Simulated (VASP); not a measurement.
Write the native input for VASP 6.6.1 that does the following.

```yaml
Task: relaxation of shape and atoms at fixed volume
Functional: PBEsol
Potentials_or_basis: VASP PAW PBE potentials, release 64 (Al, Ga_d, N)
Cutoff: 600 eV
k_mesh: 6 × 8 × 6
Occupations: gaussian, width 0.02 eV
Spin: no spin polarisation
Dipole_correction: no
Further_INCAR_settings: ALGO = Normal; EDIFF = 1e-07; IBRION = 2; EDIFFG = -0.01; NSW = 50; ISIF = 4
```

The structure of AlGa3N4 lies in POSCAR:

```
AlGa3N4
1.0
    4.9822586778      0.0000000000     -0.0002330754
    0.0000000000      3.0677553400      0.0000000000
   -0.0038478098      0.0000000000      5.3087097931
Al Ga N
1 3 4
Direct
    0.0009181274      0.5000000000      0.6675023739
    0.4990539993      0.5000000000      0.3351149049
    0.4988104154      0.0000000000      0.8313273464
    0.9997986087      0.0000000000      0.1660226427
    0.1195249296      0.5000000000      0.3401337311
    0.1175698637      0.0000000000      0.8263089943
    0.6203152864      0.0000000000      0.1661267636
    0.6316087796      0.5000000000      0.6674642430
```

The input as run:

INCAR

```
PREC = Accurate
ENCUT = 600
EDIFF = 1E-7
ISMEAR = 0
SIGMA = 0.02
LREAL = F
LASPH = T
NELM = 60
ALGO = Normal
ISIF = 4
LWAVE = F
LCHARG = F
GGA = PS
IBRION = 2
NSW = 50
EDIFFG = -0.01
```

KPOINTS

```
regular mesh
0
Gamma
  6 8 6
```

Potentials or basis: VASP PAW PBE potentials, release 64 (Al, Ga_d, N).

Launch:

```console
$ cat potpaw_PBE.64/Al/POTCAR potpaw_PBE.64/Ga_d/POTCAR potpaw_PBE.64/N/POTCAR > POTCAR
$ mpirun -np 1 vasp_std > vasp.out
```

It gave:

```json
{"Energy gained by relaxing": "0.0 meV/atom", "Ionic steps": "3", "Pressure after relaxing": "21.7 GPa", "Largest force after relaxing": "0.006 eV/Å", "Band gap on the k mesh": "3.03 eV"}
```

Caveat: the PAW data sets were made with another functional, which shifts forces and pressure a little.

It took 21 min on 1 thread of Oxide Virtual Turin-like Processor, on a shared host, peak memory 0.4 GiB.
